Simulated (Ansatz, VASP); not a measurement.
# ZnSe: VASP beside Ansatz

The input INCAR:

```
SYSTEM = ZnSe
PREC = Accurate
ENCUT = 520
EDIFF = 1E-6
ISMEAR = -1
SIGMA = 0.03
LREAL = .False.
LASPH = .True.
NELM = 60
ALGO = Normal
ISIF = 2
LWAVE = .False.
LCHARG = .False.
NBANDS = 16
```

KPOINTS

```
regular mesh
0
Gamma
  8 8 8
  0 0 0
```

POSCAR

```
ZnSe
1.0
    0.0000000000      2.8621380000      2.8338000000
    2.8621380000      0.0000000000      2.8338000000
    2.8621380000      2.8621380000      0.0000000000
Zn Se
1 1
Direct
    0.0000000000      0.0000000000      0.0000000000
    0.7500000000      0.7500000000      0.7500000000
```

Input for Ansatz:

```yaml
crystal:
  lattice:
    - [0.0, 2.862138, 2.8338]
    - [2.862138, 0.0, 2.8338]
    - [2.862138, 2.862138, 0.0]
  atoms:
    - { symbol: Zn, position: [0.0, 0.0, 0.0] }
    - { symbol: Se, position: [0.75, 0.75, 0.75] }
kpoints:
  mp_grid: { grid: [8, 8, 8] }
  band_path:
    path:
      - [0.0, 0.0, 0.0]
      - [0.0, 0.5, 0.5]
      - [0.25, 0.75, 0.5]
      - [0.0, 0.5, 0.0]
      - [0.0, 0.0, 0.0]
      - [0.5, 0.5, 0.0]
      - [0.3775125, 0.6224875, 0.0]
      - [-0.3775125, 0.3775125, 0.0]
      - [0.0, 0.0, 0.0]
    npoints: 5
scf:
  occupations: { method: fermi_dirac, width: 0.03 }
hamiltonian:
  xc: lda
  pseudopotentials: { kind: all_electron, lapw: { basis_error: 0.001 } }
output:
  forces: true
  stress: true
  eigenvalues: true
```

Change from the starting cell: equal xx and yy strain of +1 %.

Alike in both runs: task single point; functional LDA; k mesh 8 × 8 × 8; occupations fermi-dirac, width 0.03 eV; no spin polarisation.

|  | VASP | Ansatz |
| --- | --- | --- |
| version | VASP 6.6.1 | Ansatz 0.2.0 |
| potentials or method | VASP PAW LDA potentials, release 64 (Zn, Se), cutoff 520 eV | all-electron LAPW, scalar-relativistic |

```csv
,VASP,Ansatz,Ansatz less VASP
pressure (GPa),-4.2,-4.4,-0.26
"traceless stress, the component that is largest in VASP (GPa)",0.26,0.26,+0.001
```

LDA's correlation is that of Perdew and Zunger in VASP and of Perdew and Wang (1992) in Ansatz. Ansatz ran all-electron here, and VASP with PAW potentials.
